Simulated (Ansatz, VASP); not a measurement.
One calculation of BeAg2F6, two programs

```
Be Ag F
1.0
     0.00000    3.66683    3.66683
     3.66683    0.00000    3.66683
     3.66683    3.66683    0.00000
Be Ag F
1 2 6
Direct
  0.00000 0.00000 0.00000
  0.25000 0.25000 0.25000
  0.75000 0.75000 0.75000
  0.76494 0.23506 0.23506
  0.23506 0.76494 0.23506
  0.23506 0.76494 0.76494
  0.76494 0.23506 0.76494
  0.23506 0.23506 0.76494
  0.76494 0.76494 0.23506
```

Change from the starting cell: species swapped into the Rb2PdBr6 type (Fm-3m, No. 225).

Alike in both runs: functional PBE; k mesh 4 × 4 × 4; occupations gaussian, width 0.1 eV; collinear spin.

Ansatz relaxed the structure, and its values are those at the end. VASP's run is a single point on that final structure, the one shown.

|  | VASP | Ansatz |
| --- | --- | --- |
| version | VASP 6.6.1 | Ansatz 0.2.0 |
| potentials or method | VASP PAW PBE potentials, release 64 (Be, Ag, F), cutoff 520 eV | scalar-relativistic, plane waves, PAW |
| valence electrons in the cell | 66 | 82 |

```csv
,VASP,Ansatz,Ansatz less VASP
gap on the k mesh at the Fermi level (eV),none,none,-
pressure (GPa),0.0,0.2,+0.22
rms of the force components (eV/Å),0.014,0.003,-0.0113
net moment per atom (μB),0.22,0.22,0.000
```

A gap of «none» marks a metal or a gap that the smearing closes. VASP's potentials hold 66 valence electrons a cell and Ansatz's 82, so a difference there can come from the potentials and not from the codes.

The k mesh is coarse, so the values compare programs but aren't converged.
